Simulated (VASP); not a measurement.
Write the native input for VASP 6.6.1 that does the following.

| Quantity | Value |
| --- | --- |
| Task | single point |
| Functional | PBEsol |
| Potentials or basis | VASP PAW PBE potentials, release 64 (Al) |
| Cutoff | 520 eV |
| k mesh | 24 × 24 × 14 |
| Occupations | gaussian, width 0.15 eV |
| Spin | no spin polarisation |
| Dipole correction | no |
| Further INCAR settings | ALGO = Fast; EDIFF = 1e-06; NBANDS = 10 |

The structure of Al lies in POSCAR:

```
Al
1.0
    2.8891163993      0.0000000000      0.0000000000
   -1.4445581996      2.5020481963      0.0000000000
    0.0000000000      0.0000000000      4.5128162278
Al
2
Direct
    0.6666666667      0.3333333333      0.7500000000
    0.3333333333      0.6666666667      0.2500000000
```

This isn't the form of Al at room conditions, which is fcc.

This cell differs from its parent crystal: ratio of the length along z to the lengths across it x 0.96, volume and fractional coordinates fixed.

The input as run:

INCAR

```
SYSTEM = Al
PREC     = Accurate       ! precision mode
ENCUT    = 520            ! plane-wave cutoff, eV
EDIFF    = 1E-6           ! SCF threshold, eV
ISMEAR   = 0              ! smearing method
SIGMA    = 0.15           ! smearing width, eV
LREAL    = .False.        ! projectors in reciprocal space
LASPH    = .True.         ! aspherical terms in the spheres
NELM     = 60             ! most SCF steps
ALGO     = Fast           ! electronic algorithm
ISIF     = 2              ! what is computed and relaxed
LWAVE    = .False.        ! write WAVECAR
LCHARG   = .True.         ! write CHGCAR
GGA      = PS             ! functional
LELF     = .True.         ! ELF
LVHAR    = .True.       
NBANDS   = 10             ! bands
```

KPOINTS

```
regular mesh
0
Gamma
  24 24 14
  0 0 0
```

Potentials or basis: VASP PAW PBE potentials, release 64 (Al).

Command:

```sh
$ cat potpaw_PBE.64/Al/POTCAR > POTCAR
$ mpirun -np 1 vasp_std > vasp.out
```

Results of the run:

```
Pressure               : 0.3 GPa
Band gap on the k mesh : zero (bands 3 and 4 overlap by 8.13 eV)
```

Caveat: the PAW data sets were made with another functional, which shifts forces and pressure a little.

It took 3.2 min on 1 thread of Intel Xeon 8259CL (shared host), peak memory 0.25 GiB.
